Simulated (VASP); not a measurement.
Here is a VASP 6.6.1 calculation.

File INCAR:

```
ALGO = Normal
EDIFF = 1E-7
ENCUT = 520
GGA = PE
ISIF = 2
ISMEAR = 0
ISPIN = 2
IVDW = 12
LASPH = True
LCHARG = False
LMAXMIX = 4
LORBIT = 11
LREAL = Auto
LUSENCCL = False
LWAVE = False
MAGMOM = 0 0 0 0 0 0 0 0 0 0 0 0 0 0 0 0 0 0 0 0 0 0 0 0 0 0 0 0 0 0 0 0 0 0 0 0 0
NBANDS = 130
NELM = 150
PREC = Accurate
SIGMA = 0.05
```

KPOINTS

```
k-points
0
Gamma
  2 2 1
```

File POSCAR:

```
CuSi12O24
1.0
   -2.4920500000      4.3163570000      5.4500000000
    4.9841000000      0.0000000000      5.4500000000
    4.9841000000      8.6327140000      0.0000000000
Si O Cu
12 24 1
Direct
    0.0979718594      0.5705195167      0.9554644668
    0.4030931959      0.9337880885      0.0356128863
   -0.0008770404     -0.0001545192      0.2618937242
    0.0823040089      0.5726690186      0.4534525892
    0.4025292239      0.9194971981      0.5337328639
    0.0019475701      0.0029194024      0.7653267086
    0.5985046537      0.0715136949      0.2017130706
    0.8907949458      0.4295824854      0.2820987699
    0.4864808184      0.4945936771      0.5003431267
    0.5985356767      0.0538021215      0.6997864568
    0.9146156973      0.4328976972      0.7930185261
    0.5139326694      0.5034458627      0.0232257347
    0.3111512847      0.4789272474      0.9967806155
    0.1795318813      0.0368013298      0.1142374585
    0.9266606148      0.5171551650      0.1054560557
    0.5752257453      0.3096214107      0.1531907958
    0.9215840097      0.1905378252      0.3301923832
    0.5645637919      0.9975963916      0.0778569897
    0.3066700020      0.4579294476      0.4640361989
    0.1851035037      0.0253394320      0.6176145991
    0.9310958862      0.5320613616      0.6169875145
    0.5602736591      0.2954448730      0.6248582855
    0.9434672142      0.1932395748      0.8318121840
    0.5733065444      0.9509806115      0.5882943978
    0.8206250668      0.9626993368      0.2206647004
    0.6646289131      0.5321663162      0.3543948448
    0.4348419188      0.0133709253      0.3573631699
    0.0705039452      0.8085795410      0.3884940243
    0.4181914106      0.6813832683      0.5731340778
    0.0392607438      0.4853284305      0.3417849373
    0.8214446060      0.9775267702      0.7188430921
    0.7192026149      0.5547898622      0.8946860465
    0.4344927588      0.0085942137      0.8567176138
    0.0661331022      0.8086727693      0.8922872831
    0.4313257356      0.6955102277      0.0919698187
    0.0984775551      0.4681303348      0.8332213619
    0.5393397124      0.4130371684      0.7943540417
```

Potentials or basis: VASP PAW PBE potentials, release 64 (Si, O, Cu).

Run with:

```console
$ cat potpaw_PBE.64/Si/POTCAR potpaw_PBE.64/O/POTCAR potpaw_PBE.64/Cu/POTCAR > POTCAR
$ mpirun -np 1 vasp_std > vasp.out
```

Q: Estimate the dispersion energy per atom.

A: -0.149 eV.

Q: Estimate the net moment.

A: -0.50 μB per cell.

Stress tensor (GPa, compression positive):
```
-0.23 -0.26 -0.48
-0.26  0.23  0.48
-0.48  0.48  0.39
```

Caveat: the k points lie up to 0.69 Å⁻¹ apart.
